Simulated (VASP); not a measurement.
Runs of VASP 6.6.1 on Ca. The structure is that of space group P6_3/mmc (No. 194), or close to it. The cells are those of the table. This isn't the form of Ca at room conditions, which is fcc.

| task | cell | k mesh | cutoff (eV) | gap on the mesh (eV) | pressure (GPa) |
| --- | --- | --- | --- | --- | --- |
| single point | a = 4.021, b = 4.021, c = 13.178 Å, angles 90.0, 90.0, 120.0°, 4 atoms | 11 × 11 × 3 | 520 | none | -1.1 |
| relaxation of cell and atoms | relaxed from a = 3.952, b = 3.952, c = 12.906 Å, angles 90.0, 90.0, 120.0°, 4 atoms | 9 × 9 × 3 | 600 | none | 0.0 |
| single point | a = 3.919, b = 3.919, c = 12.844 Å, angles 90.0, 90.0, 120.0°, 4 atoms | 9 × 9 × 3 | 520 | none | 0.0 |
| single point | a = 4.070, b = 4.070, c = 13.338 Å, angles 90.0, 90.0, 120.0°, 4 atoms | 11 × 11 × 3 | 520 | none | (a) |
| single point | a = 3.866, b = 3.866, c = 12.670 Å, angles 90.0, 90.0, 120.0°, 4 atoms | 11 × 11 × 3 | 520 | none | 0.7 |

Alike in all rows: level BLYP; potentials or basis VASP PAW PBE potentials, release 64 (Ca_sv); no spin polarisation; smearing fermi-dirac 0.1 eV.

Problem. Estimate the missing entries.

Solution. (a) -1.5.

Caveats: the PAW data sets were made with another functional, which shifts forces and pressure a little.

A gap of «none» marks levels without a gap at the run's occupations.
